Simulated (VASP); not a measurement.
Crystal: TcMo.

```
Tc Mo
1.0
     1.54905   -2.24036    0.00000
     1.54905    2.24036    0.00000
     0.00000    0.00000    4.42249
Tc Mo
1 1
Direct
  0.50000 0.50000 0.50000
  0.00000 0.00000 0.00000
```

Base run:

- Program: VASP 6.6.1
- Functional: r2SCAN
- Potentials or basis: VASP PAW PBE potentials, release 64 (Tc_pv, Mo_sv)
- Cutoff: 520 eV
- k mesh: 7 × 7 × 4
- Occupations: fermi-dirac, width 0.1 eV
- Spin: no spin polarisation

Its results: pressure -5.7 GPa.

Question: The run is repeated on the same cell with these changes: k mesh from 7 × 7 × 4 to 4 × 4 × 3. What comes out?

Answer: Pressure -4.5 GPa.

Caveats: some runs use coarse meshes; the PAW data sets were made with another functional, which shifts forces and pressure a little.
